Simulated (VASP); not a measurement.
# Pt (P6/mmm) in VASP: notebook, part 2 of 2

VASP 6.6.1. The steps go on from the part before.

### Step 4. Single point, RPBE (volume scaled by 1.12)

File INCAR:

```
PREC     = Accurate       # precision mode
ENCUT    = 520            # plane-wave cutoff, eV
EDIFF    = 1E-6           # SCF threshold, eV
ISMEAR   = -1             # smearing method
SIGMA    = 0.1            # smearing width, eV
LREAL    = False          # projectors in reciprocal space
LASPH    = True           # aspherical terms in the spheres
NELM     = 100            # most SCF steps
ALGO     = Normal         # electronic algorithm
ISIF     = 2              # what is computed and relaxed
LWAVE    = False          # write WAVECAR
LCHARG   = True           # write CHGCAR
GGA      = RP             # functional
LELF     = True           # ELF
LVHAR    = True         
NBANDS   = 22             # bands
```

File KPOINTS:

```
regular mesh
0
Gamma
  9 9 13
```

File POSCAR:

```
Pt
1.0
    4.7362540482      0.0000000000      0.0000000000
   -2.3681270241      4.1017163245      0.0000000000
    0.0000000000      0.0000000000      2.8241443615
Pt
3
Direct
    0.0000000000      1.0000000000      0.0000000000
    0.3333333333      0.6666666667      0.5000000000
    0.6666666667      0.3333333333      0.5000000000
```

Potentials or basis: VASP PAW PBE potentials, release 64 (Pt).

On the command line:

```bash
$ cat potpaw_PBE.64/Pt/POTCAR > POTCAR
$ mpirun -np 1 vasp_std > vasp.out
```

OUTCAR:

```text
PREC = Accurate
   ENCUT = 520
   EDIFF = 1E-6
   ISMEAR = -1
   LREAL = False
   LASPH = True
   NELM = 100
   ISIF = 2
   GGA = RP

 ion  position               nearest neighbor table
   1  0.000  0.000  0.000-   2 3.08   3 3.08   2 3.08   3 3.08   2 3.08   2 3.08   3 3.08   3 3.08
                             3 3.08   3 3.08   2 3.08   2 3.08
   2  0.333  0.667  0.500-   3 2.73   3 2.73   3 2.73   1 3.08   1 3.08   1 3.08   1 3.08   1 3.08
                             1 3.08
   3  0.667  0.333  0.500-   2 2.73   2 2.73   2 2.73   1 3.08   1 3.08   1 3.08   1 3.08   1 3.08
                             1 3.08

[... 792 lines left out ...]

 [... further k-points ...]
[... 5 lines left out ...]
  --------------------------------------------------------------------------------------
  -------------------------------------------------------------------------------------
  Total       -6.2021109     -6.2021109     -6.0470848      0.0000000     -0.0000000      0.0000000
  in kB     -181.1184129   -181.1184129   -176.5912312      0.0000000     -0.0000000      0.0000000
  external PRESSURE =    -179.6093523 kB  Pullay stress =       0.0000000 kB

 VOLUME and BASIS-vectors are now :
 -----------------------------------------------------------------------------
  energy-cutoff  :      520.00
  volume of cell :       54.86
      direct lattice vectors                 reciprocal lattice vectors
     4.736254048  0.000000000  0.000000000     0.211137323  0.121900190  0.000000000
    -2.368127024  4.101716324  0.000000000     0.000000000  0.243800380  0.000000000
     0.000000000  0.000000000  2.824144362     0.000000000  0.000000000  0.354089548

 POSITION                                       TOTAL-FORCE (eV/Angst)
 -----------------------------------------------------------------------------------
      0.00000      0.00000      0.00000        -0.000000      0.000000      0.000000
     -0.00000      2.73448      1.41207         0.000000     -0.000000     -0.000000
      2.36813      1.36724      1.41207        -0.000000      0.000000      0.000000
 -----------------------------------------------------------------------------------
    total drift:                                0.000000      0.000000     -0.000000

  FREE ENERGIE OF THE ION-ELECTRON SYSTEM (eV)
  ---------------------------------------------------
  free  energy   TOTEN  =       -15.6716792845 eV

  energy  without entropy=      -15.4695060460  energy(sigma->0) =      -15.57059267
```

OSZICAR:

```text
N       E                     dE             d eps       ncg     rms          rms(c)
DAV:   1     0.168463013836E+03    0.16846E+03   -0.14994E+04  3720   0.128E+03
DAV:   2    -0.123182857941E+02   -0.18078E+03   -0.16751E+03  4148   0.273E+02
DAV:   3    -0.165861992399E+02   -0.42679E+01   -0.41784E+01  4236   0.413E+01
DAV:   4    -0.166174780098E+02   -0.31279E-01   -0.31264E-01  4194   0.379E+00
DAV:   5    -0.166178572812E+02   -0.37927E-03   -0.37924E-03  4356   0.451E-01    0.128E+01
DAV:   6    -0.157633860454E+02    0.85447E+00   -0.22993E+00  3876   0.113E+01    0.762E+00
DAV:   7    -0.160262198576E+02   -0.26283E+00   -0.30025E+00  4014   0.116E+01    0.709E+00
DAV:   8    -0.156735628924E+02    0.35266E+00   -0.88712E-01  3960   0.895E+00    0.289E+00
DAV:   9    -0.156811484984E+02   -0.75856E-02   -0.91982E-02  4160   0.221E+00    0.993E-01
DAV:  10    -0.156718012685E+02    0.93472E-02   -0.43251E-02  3960   0.165E+00    0.162E-01
DAV:  11    -0.156716888620E+02    0.11241E-03   -0.66952E-04  4056   0.197E-01    0.606E-02
DAV:  12    -0.156716794133E+02    0.94487E-05   -0.40215E-05  4288   0.431E-02    0.286E-02
DAV:  13    -0.156716793405E+02    0.72814E-07   -0.21760E-05  4110   0.328E-02    0.101E-02
DAV:  14    -0.156716792845E+02    0.55968E-07   -0.66365E-07  2214   0.727E-03
   1 F= -.15671679E+02 E0= -.15570593E+02  d E =-.202173E+00
```

stdout:

```text
POSCAR found type information on POSCAR Pt
 POSCAR found :  1 types and       3 ions
 scaLAPACK will be used
 -----------------------------------------------------------------------------
|                                                                             |
|                                                                             |
|     You enforced a specific xc type in the INCAR file but a different       |
|     I HOPE YOU KNOW WHAT YOU ARE DOING!                                     |
|                                                                             |
 -----------------------------------------------------------------------------

 LDA part: xc-table for (Slater+PW92), standard interpolation
 POSCAR, INCAR and KPOINTS ok, starting setup
 FFT: planning ... GRIDC
 FFT: planning ... GRID_SOFT
 FFT: planning ... GRID
 WAVECAR not read
 entering main loop
```

It took 1.7 min on 1 thread of Intel Xeon 6975P-C, shared host; peak memory 0.23 GiB.

What came out:

```
Free energy            : -15.6717 eV
Pressure               : -18.0 GPa
Band gap on the k mesh : zero (band 15 reaches 8.75 eV, above the bottom of band 16 at 7.79 eV)
```

Stress tensor (GPa, compression positive):
```
-18.11   0.00   0.00
  0.00 -18.11   0.00
  0.00   0.00 -17.66
```

Caveat: the cell differs from its parent crystal (volume scaled by 1.12); the PAW data sets were made with another functional, which shifts forces and pressure a little; spin-orbit coupling is left out, which moves the levels of the heavy elements.

### Step 5. Single point, RPBE

This run uses another cell than the first one, of 16.33 Å³/atom, 0.962 times its volume.

File INCAR:

```
PREC = Accurate
ENCUT = 520
EDIFF = 1E-7
ISMEAR = -1
SIGMA = 0.1
LREAL = False
LASPH = True
NELM = 60
ALGO = Normal
ISIF = 2
LWAVE = False
LCHARG = True
GGA = RP
LELF = True
LVHAR = True
NBANDS = 22
```

File KPOINTS:

```
Automatic mesh
0
Gamma
  11 11 15
```

File POSCAR:

```
Pt
1.0
    4.5606734984      0.0000000000      0.0000000000
   -2.2803367492      3.9496591080      0.0000000000
    0.0000000000      0.0000000000      2.7194487910
Pt
3
Direct
    0.0000000000      1.0000000000      0.0000000000
    0.3333333333      0.6666666667      0.5000000000
    0.6666666667      0.3333333333      0.5000000000
```

Potentials or basis: VASP PAW PBE potentials, release 64 (Pt).

On the command line:

```bash
$ cat potpaw_PBE.64/Pt/POTCAR > POTCAR
$ mpirun -np 1 vasp_std > vasp.out
```

OUTCAR:

```text
PREC = Accurate
   ENCUT = 520
   EDIFF = 1E-7
   ISMEAR = -1
   LREAL = False
   LASPH = True
   NELM = 60
   ISIF = 2
   GGA = RP

 ion  position               nearest neighbor table
   1  0.000  0.000  0.000-   2 2.96   3 2.96   2 2.96   3 2.96   3 2.96   3 2.96   2 2.96   2 2.96
                             3 2.96   3 2.96   2 2.96   2 2.96
   2  0.333  0.667  0.500-   3 2.63   3 2.63   3 2.63   1 2.96   1 2.96   1 2.96   1 2.96   1 2.96
                             1 2.96
   3  0.667  0.333  0.500-   2 2.63   2 2.63   2 2.63   1 2.96   1 2.96   1 2.96   1 2.96   1 2.96
                             1 2.96

  LATTYP: Found a hexagonal cell.
 ALAT       =     4.5606734984
 C/A-ratio  =     0.5962822798

  Lattice vectors:

 A1 = (   4.5606734984,   0.0000000000,   0.0000000000)
 A2 = (  -2.2803367492,   3.9496591080,   0.0000000000)
 A3 = (   0.0000000000,   0.0000000000,   2.7194487910)

Analysis of symmetry for initial positions (statically):
=====================================================================
 Subroutine PRICEL returns:
 Original cell was already a primitive cell.

 Routine SETGRP: Setting up the symmetry group for a
 hexagonal supercell.

 Subroutine GETGRP returns: Found 24 space group operations
 (whereof 24 operations were pure point group operations)
 out of a pool of 24 trial point group operations.

The static configuration has the point symmetry D_6h.

Analysis of symmetry for dynamics (positions and initial velocities):
=====================================================================
 Subroutine PRICEL returns:
 Original cell was already a primitive cell.

 Routine SETGRP: Setting up the symmetry group for a
 hexagonal supercell.

 Subroutine GETGRP returns: Found 24 space group operations
 (whereof 24 operations were pure point group operations)
 out of a pool of 24 trial point group operations.

[... 112 lines left out ...]
   PSTRESS=    0.0 pullay stress
   NELECT =      30.0000    total number of electrons
   NUPDOWN=      -1.0000    fix difference up-down
   EMIN   =  10.00;   EMAX   =-10.00  energy-range for DOS
   EFERMI =   0.00;   METHOD = LEGACY
   ISMEAR =    -1;   SIGMA  =   0.10  broadening in eV -4-tet -1-fermi 0-gaus
   EFERMI_NEDOS =   21; number of points for ismear=-14 and -15
   IALGO  =     38    algorithm
   IMIX   =      4    mixing-type and parameters
     AMIX     =   0.40;   BMIX     =  1.00
     AMIX_MAG =   1.60;   BMIX_MAG =  1.00
  volume/ion in A,a.u.               =      16.33       110.19
  Fermi-wavevector in a.u.,A,eV,Ry     =   1.390247  2.627187 26.297175  1.932788
  Thomas-Fermi vector in A             =   2.514201
   LORBIT       =      0    0 simple, 1 ext, 2 COOP (PROOUT), +10 PAW based schemes
   GGA     = RP    functional components
   LHFCALC =     F    Hartree Fock is set to
   AEXX    =    0.0000 exact exchange contribution
   IVDW    =     0    specifies the selected vdW correction
   LEPSILON=     F    determine dielectric tensor
   LRPA    =     F    only Hartree local field effects (RPA)
 non-spin polarized calculation
  energy-cutoff  :      520.00
  volume of cell :       48.99
 maximum number of plane-waves:      1348
 NGX is ok and might be reduce to    36
   NGX = 17   NGY = 17   NGZ = 11

 number of electron      29.9999999 magnetization

 Free energy of the ion-electron system (eV)
  ---------------------------------------------------
  ext. energy  EPLUGINS =         0.00000000
  ---------------------------------------------------
  free energy    TOTEN  =       -16.05901526 eV

  energy without entropy =      -15.88882271  energy(sigma->0) =      -15.97391899

 E-fermi :   9.8390     XC(G=0): -12.9378

 val. band max:        9.8385990763   @ k =   0.3636   0.2727   0.2000
 cond. band min:       9.8440268811   @ k =   0.2727   0.2727   0.3333
 fundamental gap:      0.0054278047
 Fermi energy:         9.8390414778

 k-point     1 :       0.0000    0.0000    0.0000
  band No.  band energies     occupation
      1       0.5753      2.00000
      2       3.8386      2.00000
      3       5.3083      2.00000
      4       5.9750      2.00000
      5       5.9750      2.00000
      6       6.0052      2.00000
[... 589 lines left out ...]
     21      21.0053      0.00000
     22      21.2837      0.00000

 [... further k-points ...]
[... 5 lines left out ...]
  --------------------------------------------------------------------------------------
  -------------------------------------------------------------------------------------
  Total       -0.1760390     -0.1760390     -0.1275010      0.0000000      0.0000000      0.0000000
  in kB       -5.7577127     -5.7577127     -4.1701784      0.0000000      0.0000000      0.0000000
  external PRESSURE =      -5.2285346 kB  Pullay stress =       0.0000000 kB

 VOLUME and BASIS-vectors are now :
 -----------------------------------------------------------------------------
  energy-cutoff  :      520.00
  volume of cell :       48.99
      direct lattice vectors                 reciprocal lattice vectors
     4.560673498  0.000000000  0.000000000     0.219265861  0.126593204  0.000000000
    -2.280336749  3.949659108  0.000000000     0.000000000  0.253186407  0.000000000
     0.000000000  0.000000000  2.719448791     0.000000000  0.000000000  0.367721578

 POSITION                                       TOTAL-FORCE (eV/Angst)
 -----------------------------------------------------------------------------------
      0.00000      0.00000      0.00000         0.000000      0.000000      0.000000
     -0.00000      2.63311      1.35972        -0.000000      0.000000     -0.000000
      2.28034      1.31655      1.35972        -0.000000      0.000000      0.000000
 -----------------------------------------------------------------------------------
    total drift:                                0.000000      0.000000     -0.000000

  FREE ENERGIE OF THE ION-ELECTRON SYSTEM (eV)
  ---------------------------------------------------
  free  energy   TOTEN  =       -16.0590152632 eV

  energy  without entropy=      -15.8888227110  energy(sigma->0) =      -15.97391899
```

stdout:

```text
POSCAR found type information on POSCAR Pt
 POSCAR found :  1 types and       3 ions
 scaLAPACK will be used
 -----------------------------------------------------------------------------
|                                                                             |
|                                                                             |
|     You enforced a specific xc type in the INCAR file but a different       |
|     I HOPE YOU KNOW WHAT YOU ARE DOING!                                     |
|                                                                             |
 -----------------------------------------------------------------------------

 LDA part: xc-table for (Slater+PW92), standard interpolation
 POSCAR, INCAR and KPOINTS ok, starting setup
 FFT: planning ... GRIDC
 FFT: planning ... GRID_SOFT
 FFT: planning ... GRID
 WAVECAR not read
 entering main loop
```

It took 2.4 min on 1 thread of Intel Xeon 6975P-C, shared host; peak memory 0.24 GiB.

What came out:

- Free energy: -16.0590 eV
- Pressure: -0.5 GPa
- Band gap on the k mesh: zero (band 15 reaches 10.82 eV, above the bottom of band 16 at 9.59 eV)

Caveat: the PAW data sets were made with another functional, which shifts forces and pressure a little; spin-orbit coupling is left out, which moves the levels of the heavy elements.

### Step 6. The runs side by side

```tsv
cell	k mesh	gap on the mesh (eV)	pressure (GPa)
a = 4.621, b = 4.621, c = 2.755 Å, angles 90.0, 90.0, 120.0°, 3 atoms	9 × 9 × 13	none	-8.0
a = 4.679, b = 4.679, c = 2.790 Å, angles 90.0, 90.0, 120.0°, 3 atoms	9 × 9 × 13	none	-13.7
a = 4.736, b = 4.736, c = 2.824 Å, angles 90.0, 90.0, 120.0°, 3 atoms	9 × 9 × 13	none	-18.0
a = 4.561, b = 4.561, c = 2.719 Å, angles 90.0, 90.0, 120.0°, 3 atoms	11 × 11 × 15	none	-0.5
```

Alike in all rows: task single point; level RPBE; potentials or basis VASP PAW PBE potentials, release 64 (Pt); no spin polarisation; cutoff (eV) 520; smearing fermi-dirac 0.1 eV.

Caveats: the PAW data sets were made with another functional, which shifts forces and pressure a little; spin-orbit coupling is left out, which moves the levels of the heavy elements.

Absolute energies hang on the potentials; compare differences alone.
